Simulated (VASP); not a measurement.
Wanted: the native input for a VASP 6.6.1 run.

```yaml
Task: single point
Functional: PBE
Potentials_or_basis: VASP PAW PBE potentials, release 64 (Mo_sv, S)
Cutoff: 520 eV
k_mesh: 10 × 10 × 6
Occupations: gaussian, width 0.05 eV
Spin: collinear spin
Starting_moments: "[0.05, 0.05, 0.0, 0.0] μB"
Dipole_correction: no
Further_INCAR_settings: ALGO = Normal; EDIFF = 1e-06; NBANDS = 32
```

The structure of MoS lies in POSCAR:

```
MoS
1.0
    3.8074808352      0.0000000000      0.0000000000
   -1.9037404176      3.2973751277      0.0000000000
    0.0000000000      0.0000000000      5.2336746101
Mo S
2 2
Direct
    0.0000000000      0.0000000000      0.0000000000
    0.0000000000      0.0000000000      0.5000000000
    0.3333333333      0.6666666667      0.2500000000
    0.6666666667      0.3333333333      0.7500000000
```

One way to write it, as run:

INCAR

```
SYSTEM = MoS
PREC     = Accurate       ! precision mode
ENCUT    = 520            ! plane-wave cutoff, eV
EDIFF    = 1E-6           ! SCF threshold, eV
ISMEAR   = 0              ! smearing method
SIGMA    = 0.05           ! smearing width, eV
LREAL    = .False.        ! projectors in reciprocal space
LASPH    = .True.         ! aspherical terms in the spheres
NELM     = 150            ! most SCF steps
ALGO     = Normal         ! electronic algorithm
ISIF     = 2              ! what is computed and relaxed
LWAVE    = .False.        ! write WAVECAR
LCHARG   = .False.        ! write CHGCAR
ISPIN    = 2              ! spin polarisation
MAGMOM   = 0.05 0.05 0 0  ! initial moments
LORBIT   = 11             ! projections on sites
LMAXMIX  = 4              ! l up to which the mixer works
GGA      = PE             ! functional
NBANDS   = 32             ! bands
```

KPOINTS

```
regular mesh
0
Gamma
  10 10 6
  0 0 0
```

Potentials or basis: VASP PAW PBE potentials, release 64 (Mo_sv, S).

Run with:

```console
$ cat potpaw_PBE.64/Mo_sv/POTCAR potpaw_PBE.64/S/POTCAR > POTCAR
$ mpirun -np 1 vasp_std > vasp.out
```

Results of the run:

| Item | Value |
| --- | --- |
| Pressure | -5.8 GPa |
| Band gap on the k mesh | zero (filled and empty bands overlap) |
| Net moment | 0.00 μB per cell |
| Valence electrons inside the program's atomic spheres | Mo 12.43; S 3.68 |

Caveat: the cell stands under tension.

Wall time 74 s on 1 thread of Intel(R) Xeon(R) 6975P-C (Granite Rapids) (shared host), peak memory 0.31 GiB.
